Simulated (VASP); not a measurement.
# HfN (I4/mmm) in VASP: notebook

HfN is run at these levels: PBEsol; tasks: single point.

All numbers are computed with VASP 6.6.1; they aren't measurements. Logs are shortened: lines on timing, memory, paths and dates and some standing lists are left out, and cuts for length are marked.

### Step 1. The cell of the first run

Symmetry: I4/mmm, No. 139, tetragonal system. The conventional cell has a = 3.131 Å, b = 3.131 Å, c = 4.518 Å, α = 90.00°, β = 90.00°, γ = 90.00°. Within 2.9 Å of Hf (site symmetry 4/mmm) lie 6 N at 2.21 to 2.26 Å. Within 2.9 Å of N (site symmetry 4/mmm) lie 6 Hf at 2.21 to 2.26 Å.

### Step 2. Single point, PBEsol (strain -0.0200 x Voigt [1, 1, 0, 0, 0, 0])

Input file INCAR:

```
ALGO = Normal
EDIFF = 1E-6
ENCUT = 520
GGA = PS
ISIF = 2
ISMEAR = 0
LASPH = T
LCHARG = T
LELF = T
LREAL = F
LVHAR = T
LWAVE = F
NBANDS = 14
NELM = 100
PREC = Accurate
SIGMA = 0.15
```

Input file KPOINTS:

```
k-points
0
Gamma
  18 18 18
```

Input file POSCAR:

```
HfN
1.0
    0.0000000000      2.2138200000      2.2590000000
    2.2138200000      0.0000000000      2.2590000000
    2.2138200000      2.2138200000      0.0000000000
Hf N
1 1
Direct
    0.0000000000      0.0000000000      0.0000000000
    0.5000000000      0.5000000000      0.5000000000
```

Potentials or basis: VASP PAW PBE potentials, release 64 (Hf_pv, N).

Launch:

```
cat potpaw_PBE.64/Hf_pv/POTCAR potpaw_PBE.64/N/POTCAR > POTCAR
mpirun -np 1 vasp_std > vasp.out
```

OUTCAR:

```text
EDIFF = 1E-6
   ENCUT = 520
   GGA = PS
   ISIF = 2
   ISMEAR = 0
   LASPH = T
   LREAL = F
   NELM = 100
   PREC = Accurate

 ion  position               nearest neighbor table
   1  0.000  0.000  0.000-   2 2.21   2 2.21   2 2.21   2 2.21   2 2.26   2 2.26
   2  0.500  0.500  0.500-   1 2.21   1 2.21   1 2.21   1 2.21   1 2.26   1 2.26

  LATTYP: Found a body centered tetragonal cell.
 ALAT       =     3.1308142687
 C/A-ratio  =     1.4430750636

  Lattice vectors:

 A1 = (  -2.2138200000,   0.0000000000,   2.2590000000)
 A2 = (   2.2138200000,   0.0000000000,   2.2590000000)
 A3 = (   0.0000000000,   2.2138200000,  -2.2590000000)

Analysis of symmetry for initial positions (statically):
=====================================================================
 Subroutine PRICEL returns:
 Original cell was already a primitive cell.

 Routine SETGRP: Setting up the symmetry group for a
 body centered tetragonal supercell.

 Subroutine GETGRP returns: Found 16 space group operations
 (whereof 16 operations were pure point group operations)
 out of a pool of 16 trial point group operations.

The static configuration has the point symmetry D_4h.

Analysis of symmetry for dynamics (positions and initial velocities):
=====================================================================
 Subroutine PRICEL returns:
 Original cell was already a primitive cell.

 Routine SETGRP: Setting up the symmetry group for a
 body centered tetragonal supercell.

 Subroutine GETGRP returns: Found 16 space group operations
 (whereof 16 operations were pure point group operations)
 out of a pool of 16 trial point group operations.

The dynamic configuration has the point symmetry D_4h.

 Subroutine INISYM returns: Found 16 space group operations
 (whereof 16 operations are pure point group operations),
 and found     1 'primitive' translations

----------------------------------------------------------------------------------------

                                     Primitive cell

  volume of cell :      22.1427

  direct lattice vectors                    reciprocal lattice vectors
     0.000000000  2.213820000  2.259000000    -0.225853954  0.225853954  0.221336875
     2.213820000  0.000000000  2.259000000     0.225853954 -0.225853954  0.221336875
     2.213820000  2.213820000  0.000000000     0.225853954  0.225853954 -0.221336875

  length of vectors
     3.162922698  3.162922698  3.130814269     0.388600089  0.388600089  0.388600089

  position of ions in fractional coordinates (direct lattice)
     0.000000000  0.000000000  0.000000000
     0.500000000  0.500000000  0.500000000

  ion indices of the primitive-cell ions
   primitive index   ion index
                 1           1
                 2           2

----------------------------------------------------------------------------------------

 KPOINTS: k-points

Automatic generation of k-mesh.
 Grid dimensions read from file:
 generate k-points for:   18   18   18

 Generating k-lattice:

  Cartesian coordinates                     Fractional coordinates (reciprocal lattice)
    -0.012547442  0.012547442  0.012296493     0.055555556  0.000000000  0.000000000
     0.012547442 -0.012547442  0.012296493     0.000000000  0.055555556  0.000000000
     0.012547442  0.012547442 -0.012296493    -0.000000000 -0.000000000  0.055555556

  Length of vectors
     0.021588894  0.021588894  0.021588894

  Shift w.r.t. Gamma in fractional coordinates (k-lattice)
     0.000000000  0.000000000  0.000000000

 Subroutine IBZKPT returns following result:
 ===========================================

 Found    480 irreducible k-points:

 Following reciprocal coordinates:
            Coordinates               Weight
  0.000000  0.000000  0.000000      1.000000
  0.055556  0.000000  0.000000      8.000000
  0.111111  0.000000  0.000000      8.000000
  0.166667  0.000000  0.000000      8.000000
  0.222222  0.000000  0.000000      8.000000
  0.277778  0.000000  0.000000      8.000000
[... 16 lines left out ...]
 -0.277778  0.055556  0.000000      8.000000
 -0.222222  0.055556  0.000000      8.000000
 [... further k-points ...]
   k-points           NKPTS =    480   k-points in BZ     NKDIM =    480   number of bands    NBANDS=     14
   number of dos      NEDOS =    301   number of ions     NIONS =      2
   total plane-waves  NPLWV =  13824
   dimension x,y,z NGX =    24 NGY =   24 NGZ =   24
   dimension x,y,z NGXF=    48 NGYF=   48 NGZF=   48
   ions per type =               1   1
   NGX,Y,Z   is equivalent  to a cutoff of  12.61, 12.61, 12.74 a.u.
   NGXF,Y,Z  is equivalent  to a cutoff of  25.23, 25.23, 25.49 a.u.
 SYSTEM =  unknown system
   PREC   = accura    normal or accurate (medium, high low for compatibility)
   ISTART =      0    job   : 0-new  1-cont  2-samecut
   ICHARG =      2    charge: 1-file 2-atom 10-const
   ISPIN  =      1    spin polarized calculation?
   LNONCOLLINEAR =      F non collinear calculations
   LSORBIT =      F    spin-orbit coupling
   LASPH  =      T    aspherical Exc in radial PAW
   ENCUT  =  520.0 eV  38.22 Ry    6.18 a.u.   5.88  5.88  5.82*2*pi/ulx,y,z
   NELM   =    100;   NELMIN=  2; NELMDL= -5     # of ELM steps
   EDIFF  = 0.1E-05   stopping-criterion for ELM
   LREAL  =      F    real-space projection
   EDIFFG = 0.1E-04   stopping-criterion for IOM
   NSW    =      0    number of steps for IOM
   IBRION =     -1    ionic relax: 0-MD 1-quasi-New 2-CG
   NFREE  =      0    steps in history (QN), initial steepest desc. (CG)
   ISIF   =      2    stress and relaxation
   ISYM   =      2    0-nonsym 1-usesym 2-fastsym
   POTIM  = 0.5000    time-step for ionic-motion
   TEBEG  =    0.0;   TEEND  =   0.0 temperature during run
   PSTRESS=    0.0 pullay stress
   NELECT =      15.0000    total number of electrons
   NUPDOWN=      -1.0000    fix difference up-down
   EMIN   =  10.00;   EMAX   =-10.00  energy-range for DOS
   EFERMI =   0.00;   METHOD = LEGACY
   ISMEAR =     0;   SIGMA  =   0.15  broadening in eV -4-tet -1-fermi 0-gaus
   EFERMI_NEDOS =   21; number of points for ismear=-14 and -15
   IALGO  =     38    algorithm
   IMIX   =      4    mixing-type and parameters
     AMIX     =   0.40;   BMIX     =  1.00
     AMIX_MAG =   1.60;   BMIX_MAG =  1.00
  volume/ion in A,a.u.               =      11.07        74.71
  Fermi-wavevector in a.u.,A,eV,Ry     =   1.437788  2.717026 28.126446  2.067235
  Thomas-Fermi vector in A             =   2.556827
   LORBIT       =      0    0 simple, 1 ext, 2 COOP (PROOUT), +10 PAW based schemes
   GGA     = PS    functional components
   LHFCALC =     F    Hartree Fock is set to
   AEXX    =    0.0000 exact exchange contribution
   IVDW    =     0    specifies the selected vdW correction
   LEPSILON=     F    determine dielectric tensor
   LRPA    =     F    only Hartree local field effects (RPA)
 non-spin polarized calculation
 Gauss-broadening in eV      SIGMA  =   0.15
  energy-cutoff  :      520.00
  volume of cell :       22.14
 maximum number of plane-waves:       612
   NGX = 11   NGY = 11   NGZ = 11

 number of electron      15.0000001 magnetization

 Free energy of the ion-electron system (eV)
  ---------------------------------------------------
  ext. energy  EPLUGINS =         0.00000000
  ---------------------------------------------------
  free energy    TOTEN  =       -22.97472569 eV

  energy without entropy =      -22.96801154  energy(sigma->0) =      -22.97136862

 E-fermi :   8.5533     XC(G=0): -13.1057

 val. band max:        8.5528282857   @ k =  -0.1111   0.0556   0.0000
 cond. band min:       8.5633916237   @ k =  -0.2222   0.3889   0.2222
 fundamental gap:      0.0105633380
 Fermi energy:         8.5533363128

 k-point     1 :       0.0000    0.0000    0.0000
  band No.  band energies     occupation
      1     -22.3484      2.00000
      2     -22.3297      2.00000
      3     -22.3297      2.00000
      4      -9.1185      2.00000
      5       5.4577      2.00000
      6       5.5699      2.00000
      7       5.5699      2.00000
      8       8.0082      2.00000
      9       8.2485      1.99595
     10       8.2485      1.99595
     11      10.1844      0.00000
     12      10.7630      0.00000
     13      11.0418      0.00000
     14      18.2025      0.00000

 k-point     2 :       0.0556    0.0000    0.0000
  band No.  band energies     occupation
      1     -22.3762      2.00000
      2     -22.3437      2.00000
      3     -22.3323      2.00000
      4      -9.0388      2.00000
      5       5.1701      2.00000
      6       5.3123      2.00000
      7       5.3657      2.00000
      8       8.1340      1.99992
      9       8.3478      1.94741
     10       8.3573      1.93542
     11      10.4382      0.00000
     12      11.0283      0.00000
     13      11.2758      0.00000
     14      18.4605      0.00000

 k-point     3 :       0.1111    0.0000    0.0000
  band No.  band energies     occupation
      1     -22.4827      2.00000
      2     -22.3558      2.00000
      3     -22.3395      2.00000
      4      -8.8079      2.00000
      5       4.3964      2.00000
      6       4.8038      2.00000
      7       4.8733      2.00000
      8       8.4097      1.82440
      9       8.5786      0.81192
     10       8.6488      0.36809
     11      11.1074      0.00000
     12      11.7323      0.00000
     13      11.8992      0.00000
     14      19.1906      0.00000

 k-point     4 :       0.1667    0.0000    0.0000
  band No.  band energies     occupation
      1     -22.6434      2.00000
      2     -22.3716      2.00000
      3     -22.3506      2.00000
      4      -8.4496      2.00000
      5       3.4432      2.00000
      6       4.2126      2.00000
      7       4.2783      2.00000
      8       8.6693      0.27438
      9       9.0018      0.00002
     10       9.0853      0.00000
     11      12.0056      0.00000
     12      12.7053      0.00000
     13      12.7513      0.00000
     14      20.2612      0.00000

 k-point     5 :       0.2222    0.0000    0.0000
  band No.  band energies     occupation
      1     -22.8336      2.00000
      2     -22.3906      2.00000
      3     -22.3640      2.00000
      4      -7.9984      2.00000
      5       2.4646      2.00000
      6       3.6368      2.00000
      7       3.6930      2.00000
      8       8.9713      0.00008
      9       9.5935      0.00000
     10       9.6484      0.00000
     11      12.9594      0.00000
[... 276 lines left out ...]
 k-point    22 :      -0.3333    0.0556    0.0000
  band No.  band energies     occupation
      1     -23.2526      2.00000
      2     -22.4715      2.00000
      3     -22.3851      2.00000
      4      -6.8102      2.00000
      5       0.4625      2.00000
      6       2.5257      2.00000
      7       2.7294      2.00000
      8      10.0511      0.00000
      9      10.9753      0.00000
     10      11.9187      0.00000
     11      13.9781      0.00000
     12      15.7903      0.00000
     13      16.9634      0.00000
     14      20.9542      0.00000

 k-point    23 :      -0.2778    0.0556    0.0000
  band No.  band energies     occupation
      1     -23.0929      2.00000
      2     -22.4555      2.00000
      3     -22.3691      2.00000
      4      -7.2825      2.00000
      5       1.1993      2.00000
      6       2.8602      2.00000
      7       3.1310      2.00000
      8       9.4627      0.00000
      9      10.2561      0.00000
     10      11.1964      0.00000
     11      13.3298      0.00000
     12      15.1515      0.00000
     13      15.9564      0.00000
     14      20.9893      0.00000

 k-point    24 :      -0.2222    0.0556    0.0000
  band No.  band energies     occupation
      1     -22.9083      2.00000
      2     -22.4351      2.00000
      3     -22.3539      2.00000
      4      -7.7754      2.00000
      5       2.0502      2.00000
      6       3.3021      2.00000
      7       3.6233      2.00000
      8       9.0327      0.00001
      9       9.5958      0.00000
     10      10.4354      0.00000
     11      12.4033      0.00000
     12      14.4065      0.00000
     13      14.8399      0.00000
     14      21.0033      0.00000

 [... further k-points ...]

------------------------ aborting loop because EDIFF is reached ----------------------------------------

  FORCE on cell =-STRESS in cart. coord.  units (eV):
  Direction    XX          YY          ZZ          XY          YZ          ZX
  --------------------------------------------------------------------------------------
  -------------------------------------------------------------------------------------
  Total        1.4922647      1.4922647     -0.0822631      0.0000000     -0.0000000     -0.0000000
  in kB      107.9755954    107.9755954     -5.9522998      0.0000000     -0.0000000     -0.0000000
  external PRESSURE =      69.9996304 kB  Pullay stress =       0.0000000 kB

 VOLUME and BASIS-vectors are now :
 -----------------------------------------------------------------------------
  energy-cutoff  :      520.00
  volume of cell :       22.14
      direct lattice vectors                 reciprocal lattice vectors
     0.000000000  2.213820000  2.259000000    -0.225853954  0.225853954  0.221336875
     2.213820000  0.000000000  2.259000000     0.225853954 -0.225853954  0.221336875
     2.213820000  2.213820000  0.000000000     0.225853954  0.225853954 -0.221336875

 POSITION                                       TOTAL-FORCE (eV/Angst)
 -----------------------------------------------------------------------------------
      0.00000      0.00000      0.00000        -0.000000     -0.000000      0.000000
      2.21382      2.21382      2.25900         0.000000      0.000000      0.000000
 -----------------------------------------------------------------------------------
    total drift:                                0.000000     -0.000000     -0.000000

  FREE ENERGIE OF THE ION-ELECTRON SYSTEM (eV)
  ---------------------------------------------------
  free  energy   TOTEN  =       -22.9747256949 eV

  energy  without entropy=      -22.9680115383  energy(sigma->0) =      -22.97136862
```

Run time: 35 s. Hardware: 1 thread of Intel Xeon 6975P-C (Granite Rapids), shared host; peak memory 0.27 GiB.

What came out:

* Free energy: -22.9747 eV
* Pressure: 7.0 GPa

Caveat: the cell differs from its parent crystal (strain -0.0200 x Voigt [1, 1, 0, 0, 0, 0]); the PAW data sets were made with another functional, which shifts forces and pressure a little; spin-orbit coupling is left out, which moves the levels of the heavy elements.

### Step 3. Single point, PBEsol (strain -0.0150 x Voigt [1, 1, 0, 0, 0, 0])

Input file INCAR:

```
SYSTEM = HfN
ALGO = Normal
EDIFF = 1E-6
ENCUT = 520
GGA = PS
ISIF = 2
ISMEAR = 0
LASPH = .True.
LCHARG = .False.
LREAL = .False.
LWAVE = .False.
NBANDS = 14
NELM = 60
PREC = Accurate
SIGMA = 0.15
```

Input file KPOINTS:

```
k-points
0
Gamma
  18 18 18
  0 0 0
```

Input file POSCAR:

```
HfN
1.0
    0.0000000000      2.2251150000      2.2590000000
    2.2251150000      0.0000000000      2.2590000000
    2.2251150000      2.2251150000      0.0000000000
Hf N
1 1
Direct
    0.0000000000      0.0000000000      0.0000000000
    0.5000000000      0.5000000000      0.5000000000
```

Potentials or basis: VASP PAW PBE potentials, release 64 (Hf_pv, N).

Launch:

```
cat potpaw_PBE.64/Hf_pv/POTCAR potpaw_PBE.64/N/POTCAR > POTCAR
mpirun -np 1 vasp_std > vasp.out
```

Wall time 34 s (1 thread of Intel Xeon 6975P-C (Granite Rapids), shared host); peak memory 0.27 GiB.

It converged, with:

```
Free energy : -22.9870 eV
Pressure    : 3.7 GPa
```

Stress tensor (GPa, compression positive):
```
 6.39  0.00  0.00
 0.00  6.39  0.00
 0.00  0.00 -1.76
```

Levels at points of the mesh, in eV from the Fermi level:
| k point | band 4 | band 5 | band 6 | band 7 | band 8 | band 9 | band 10 | band 11 | band 12 | band 13 |
| --- | --- | --- | --- | --- | --- | --- | --- | --- | --- | --- |
| (0.00, 0.00, 0.00) | -17.61 | -3.06 | -2.98 | -2.98 | -0.50 | -0.32 | -0.32 | 1.71 | 2.15 | 2.33 |
| (0.50, 0.00, 0.00) | -14.65 | -9.07 | -6.33 | -6.31 | 3.45 | 3.83 | 3.94 | 4.58 | 9.04 | 9.44 |
| (0.50, 0.50, 0.00) | -16.50 | -5.48 | -3.94 | -3.61 | -3.61 | 4.26 | 5.79 | 5.79 | 6.00 | 8.24 |
| (0.50, 0.00, 0.50) | -16.48 | -5.31 | -3.98 | -3.72 | -3.64 | 4.24 | 5.68 | 5.91 | 6.01 | 8.41 |

Caveat: the cell differs from its parent crystal (strain -0.0150 x Voigt [1, 1, 0, 0, 0, 0]); the PAW data sets were made with another functional, which shifts forces and pressure a little; spin-orbit coupling is left out, which moves the levels of the heavy elements.

(Part 1 of 2 ends here.)
